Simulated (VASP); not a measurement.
# Ge4Se3 (P-43m) in VASP: a series of runs, part 2 of 2

VASP 6.6.1. Earlier steps stand in the parts before.

## 4. Single point, PBE

This run uses another cell than the first one, of 24.45 Å³/atom.

Contents of INCAR:

```
SYSTEM = Ge4Se3
ALGO = Normal
EDIFF = 1E-6
ENCUT = 520
GGA = PE
ISIF = 2
ISMEAR = 0
LASPH = .True.
LCHARG = .True.
LELF = .True.
LREAL = .False.
LVHAR = .True.
LWAVE = .False.
NBANDS = 46
NELM = 80
PREC = Accurate
SIGMA = 0.1
```

Contents of KPOINTS:

```
k-points
0
Gamma
  8 8 8
  0 0 0
```

Contents of POSCAR:

```
Ge4Se3
1.0
    5.5518809702      0.0000000000      0.0000000000
    0.0000000000      5.5518809702      0.0000000000
    0.0000000000      0.0000000000      5.5518809702
Ge Se
4 3
Direct
    0.6905881987      0.6905881987      0.6905881987
    0.3094118013      0.3094118013      0.6905881987
    0.3094118013      0.6905881987      0.3094118013
    0.6905881987      0.3094118013      0.3094118013
    0.0000000000      0.0000000000      0.5000000000
    0.5000000000      0.0000000000      0.0000000000
    0.0000000000      0.5000000000      0.0000000000
```

Potentials or basis: VASP PAW PBE potentials, release 64 (Ge_d, Se).

Started as:

```sh
$ cat potpaw_PBE.64/Ge_d/POTCAR potpaw_PBE.64/Se/POTCAR > POTCAR
$ mpirun -np 1 vasp_std > vasp.out
```

OUTCAR:

```text
SYSTEM = Ge4Se3
   EDIFF = 1E-6
   ENCUT = 520
   GGA = PE
   ISIF = 2
   ISMEAR = 0
   LASPH = .True.
   LREAL = .False.
   NELM = 80
   PREC = Accurate

 ion  position               nearest neighbor table
   1  0.691  0.691  0.691-   6 2.65   7 2.65   5 2.65
   2  0.309  0.309  0.691-   6 2.65   7 2.65   5 2.65
   3  0.309  0.691  0.309-   6 2.65   7 2.65   5 2.65
   4  0.691  0.309  0.309-   6 2.65   7 2.65   5 2.65
   5  0.000  0.000  0.500-   1 2.65   2 2.65   3 2.65   4 2.65
   6  0.500  0.000  0.000-   1 2.65   2 2.65   3 2.65   4 2.65
   7  0.000  0.500  0.000-   1 2.65   2 2.65   3 2.65   4 2.65

  LATTYP: Found a simple cubic cell.
 ALAT       =     5.5518809702

  Lattice vectors:

 A1 = (   5.5518809702,   0.0000000000,   0.0000000000)
 A2 = (   0.0000000000,   5.5518809702,   0.0000000000)
 A3 = (   0.0000000000,   0.0000000000,   5.5518809702)

Analysis of symmetry for initial positions (statically):
=====================================================================
 Subroutine PRICEL returns:
[... 186 lines left out ...]
 fundamental gap:      0.0081234934
 Fermi energy:         4.5082631047

 k-point     1 :       0.0000    0.0000    0.0000
  band No.  band energies     occupation
      1     -20.7099      2.00000
      2     -20.7099      2.00000
      3     -20.7075      2.00000
      4     -20.6990      2.00000
      5     -20.6990      2.00000
      6     -20.6990      2.00000
[... 1165 lines left out ...]
     45       8.5565      0.00000
     46       8.6054      0.00000

 [... further k-points ...]

------------------------ aborting loop because EDIFF is reached ----------------------------------------

  FORCE on cell =-STRESS in cart. coord.  units (eV):
  Direction    XX          YY          ZZ          XY          YZ          ZX
  --------------------------------------------------------------------------------------
  -------------------------------------------------------------------------------------
  Total        0.0399753      0.0399753      0.0399753     -0.0000000     -0.0000000      0.0000000
  in kB        0.3742674      0.3742674      0.3742674     -0.0000000     -0.0000000      0.0000000
  external PRESSURE =       0.3742674 kB  Pullay stress =       0.0000000 kB

 VOLUME and BASIS-vectors are now :
 -----------------------------------------------------------------------------
  energy-cutoff  :      520.00
  volume of cell :      171.13
      direct lattice vectors                 reciprocal lattice vectors
     5.551880970  0.000000000  0.000000000     0.180119135  0.000000000  0.000000000
     0.000000000  5.551880970  0.000000000     0.000000000  0.180119135  0.000000000
     0.000000000  0.000000000  5.551880970     0.000000000  0.000000000  0.180119135

 POSITION                                       TOTAL-FORCE (eV/Angst)
 -----------------------------------------------------------------------------------
      3.83406      3.83406      3.83406        -0.007219     -0.007219     -0.007219
      1.71782      1.71782      3.83406         0.007219      0.007219     -0.007219
      1.71782      3.83406      1.71782         0.007219     -0.007219      0.007219
      3.83406      1.71782      1.71782        -0.007219      0.007219      0.007219
      0.00000      0.00000      2.77594         0.000000     -0.000000      0.000000
      2.77594      0.00000      0.00000         0.000000     -0.000000      0.000000
      0.00000      2.77594      0.00000         0.000000     -0.000000      0.000000
 -----------------------------------------------------------------------------------
    total drift:                                0.000000      0.000000      0.000000

  FREE ENERGIE OF THE ION-ELECTRON SYSTEM (eV)
  ---------------------------------------------------
  free  energy   TOTEN  =       -28.5437981815 eV

  energy  without entropy=      -28.5273224877  energy(sigma->0) =      -28.53556033
```

OSZICAR:

```text
N       E                     dE             d eps       ncg     rms          rms(c)
DAV:   1     0.837247310312E+03    0.83725E+03   -0.34355E+04  4052   0.353E+03
DAV:   2     0.132411019542E+03   -0.70484E+03   -0.68075E+03  3220   0.976E+02
DAV:   3    -0.168434691994E+02   -0.14925E+03   -0.14544E+03  3652   0.224E+02
DAV:   4    -0.284163609621E+02   -0.11573E+02   -0.11393E+02  3840   0.689E+01
DAV:   5    -0.287159907245E+02   -0.29963E+00   -0.29887E+00  3688   0.122E+01    0.655E+00
DAV:   6    -0.285591132211E+02    0.15688E+00   -0.33665E-01  4232   0.342E+00    0.397E+00
DAV:   7    -0.285431425061E+02    0.15971E-01   -0.17110E-01  4024   0.158E+00    0.918E-01
DAV:   8    -0.285435499870E+02   -0.40748E-03   -0.16723E-02  3882   0.866E-01    0.199E-01
DAV:   9    -0.285436801519E+02   -0.13016E-03   -0.21235E-03  3666   0.207E-01    0.647E-02
DAV:  10    -0.285437792829E+02   -0.99131E-04   -0.35153E-04  3868   0.999E-02    0.208E-02
DAV:  11    -0.285437949188E+02   -0.15636E-04   -0.48441E-05  3590   0.384E-02    0.656E-03
DAV:  12    -0.285437979004E+02   -0.29816E-05   -0.94726E-06  3402   0.179E-02    0.304E-03
DAV:  13    -0.285437981815E+02   -0.28108E-06   -0.17859E-06  2712   0.642E-03
   1 F= -.28543798E+02 E0= -.28535560E+02  d E =-.164757E-01
```

It took 7.2 min on 1 thread of Intel Xeon 8259CL, shared host; peak memory 0.38 GiB.

Results:

| Item | Value |
| --- | --- |
| Free energy | -28.5438 eV |
| Pressure | 0.0 GPa |
| Largest force | 0.013 eV/Å |
| Band gap on the k mesh | zero (bands 37 and 38 overlap by 1.93 eV) |

Forces on the atoms (eV/Å):
```
Ge  -0.007 -0.007 -0.007
Ge   0.007  0.007 -0.007
Ge   0.007 -0.007  0.007
Ge  -0.007  0.007  0.007
Se   0.000  0.000  0.000
Se   0.000  0.000  0.000
Se   0.000  0.000  0.000
```

Levels at points of the mesh, in eV from the Fermi level:
| k point | band 33 | band 34 | band 35 | band 36 | band 37 | band 38 | band 39 | band 40 | band 41 | band 42 |
| --- | --- | --- | --- | --- | --- | --- | --- | --- | --- | --- |
| (0.00, 0.00, 0.00) | -3.01 | -1.46 | -1.46 | -1.46 | -1.36 | -1.36 | -0.53 | 0.14 | 0.14 | 0.14 |
| (0.50, 0.00, 0.00) | -2.95 | -2.95 | -2.28 | -2.28 | -0.44 | 0.27 | 0.75 | 1.98 | 2.73 | 2.73 |
| (0.50, 0.50, 0.00) | -3.34 | -2.14 | -1.84 | -1.84 | 0.34 | 0.57 | 1.25 | 1.25 | 2.81 | 2.85 |
| (0.50, 0.50, 0.50) | -2.14 | -2.10 | -2.10 | -2.10 | -0.26 | -0.26 | -0.26 | 1.02 | 1.08 | 1.08 |

## 5. Relaxation of cell and atoms, PBE

This run uses another cell than the first one, of 24.61 Å³/atom.

Contents of INCAR:

```
PREC = Accurate
ENCUT = 600
EDIFF = 1E-6
ISMEAR = 0
SIGMA = 0.1
LREAL = False
LASPH = True
NELM = 60
ALGO = Normal
ISIF = 3
LWAVE = False
LCHARG = False
GGA = PE
IBRION = 2
NSW = 90
EDIFFG = -0.04
```

Contents of KPOINTS:

```
regular mesh
0
Gamma
  4 4 4
```

Contents of POSCAR:

```
Ge4Se3
1.0
    5.5640804800      0.0000000000      0.0000000000
    0.0000000000      5.5640804800      0.0000000000
    0.0000000000      0.0000000000      5.5640804800
Ge Se
4 3
Direct
    0.7206873300      0.7206873300      0.7206873300
    0.2793126700      0.2793126700      0.7206873300
    0.2793126700      0.7206873300      0.2793126700
    0.7206873300      0.2793126700      0.2793126700
    0.0000000000      0.0000000000      0.5000000000
    0.5000000000      0.0000000000      0.0000000000
    0.0000000000      0.5000000000      0.0000000000
```

Started as:

```sh
$ cat potpaw_PBE.64/Ge_d/POTCAR potpaw_PBE.64/Se/POTCAR > POTCAR
$ mpirun -np 1 vasp_std > vasp.out
```

Wall time 19 min (1 thread of Intel Xeon 8259CL, shared host); peak memory 0.38 GiB.

It converged, with:

```
Free energy                           : -28.5535 eV
Relaxed volume                        : 24.40 Å³/atom
Relaxed cell                          : a = 5.548 Å, b = 5.548 Å, c = 5.548 Å, α = 90.00°, β = 90.00°, γ = 90.00°
Space group after relaxing (to 0.1 Å) : P-43m (No. 215)
Energy gained by relaxing             : 183.8 meV/atom
Ionic steps                           : 9
Pressure after relaxing               : 0.0 GPa
Largest force after relaxing          : 0.013 eV/Å
Band gap on the k mesh                : zero (bands 37 and 38 overlap by 1.94 eV)
```

Forces on the atoms (eV/Å):
```
Ge   0.008  0.008  0.008
Ge  -0.008 -0.008  0.008
Ge  -0.008  0.008 -0.008
Ge   0.008 -0.008 -0.008
Se   0.000  0.000  0.000
Se   0.000  0.000  0.000
Se   0.000  0.000  0.000
```

The path:
```
step  energy change (eV)  largest force (eV/Å)  pressure (GPa)  volume (Å³)
   1              0.0000                1.8996            7.65       172.26
   2             -0.7265                0.2755           -2.65       203.25
   3             -0.7762                0.5616           -1.04       196.21
   4             -0.8662                0.5665           -1.00       192.89
   5             -1.1141                0.4580           -0.92       183.15
   6             -1.2159                0.5143            0.69       164.67
   7             -1.2713                0.1593           -0.50       173.81
   8             -1.2849                0.0946            0.00       169.61
   9             -1.2865                0.0131           -0.03       170.80
```

Final structure:
```yaml
crystal:
  lattice:
    - [5.54831, 0.00000, 0.00000]
    - [0.00000, 5.54831, 0.00000]
    - [0.00000, 0.00000, 5.54831]
  atoms:
    - { symbol: Ge, position: [0.68912, 0.68912, 0.68912] }
    - { symbol: Ge, position: [0.31088, 0.31088, 0.68912] }
    - { symbol: Ge, position: [0.31088, 0.68912, 0.31088] }
    - { symbol: Ge, position: [0.68912, 0.31088, 0.31088] }
    - { symbol: Se, position: [0.00000, 0.00000, 0.50000] }
    - { symbol: Se, position: [0.50000, 0.00000, 0.00000] }
    - { symbol: Se, position: [0.00000, 0.50000, 0.00000] }
```

Levels at points of the mesh, in eV from the Fermi level:
| k point | band 35 | band 36 | band 37 | band 38 | band 39 | band 40 |
| --- | --- | --- | --- | --- | --- | --- |
| (0.00, 0.00, 0.00) | -1.32 | -1.32 | -1.25 | -1.25 | -0.42 | 0.22 |
| (0.50, 0.00, 0.00) | -2.15 | -2.15 | -0.33 | 0.37 | 0.91 | 2.09 |
| (0.50, 0.50, 0.00) | -1.72 | -1.72 | 0.44 | 0.67 | 1.40 | 1.40 |
| (0.50, 0.50, 0.50) | -1.95 | -1.95 | -0.17 | -0.17 | -0.17 | 1.08 |

## 6. Overview

```tsv
task	cell	k mesh	cutoff (eV)	gap on the mesh (eV)	pressure (GPa)	largest force (eV/Å)
single point	a = 5.545 Å, 7 atoms, atomic positions A	4 × 4 × 4	520	none	-0.1	0.04
single point	a = 5.564 Å, 7 atoms, atomic positions B	4 × 4 × 4	520	none	7.6	1.90
single point	a = 5.552 Å, 7 atoms, atomic positions A	8 × 8 × 8	520	none	0.0	0.01
relaxation of cell and atoms	relaxed from a = 5.564 Å, 7 atoms, atomic positions B	4 × 4 × 4	600	none	0.0	0.01
```

Alike in all rows: level PBE; potentials or basis VASP PAW PBE potentials, release 64 (Ge_d, Se); no spin polarisation; smearing gaussian 0.1 eV.

Caveats: the cell stands under pressure (at least some runs); forces of over 1 eV/Å act on the atoms, so gaps and moduli don't describe the material at rest (at least some runs).

Absolute energies hang on the potentials; compare differences alone.
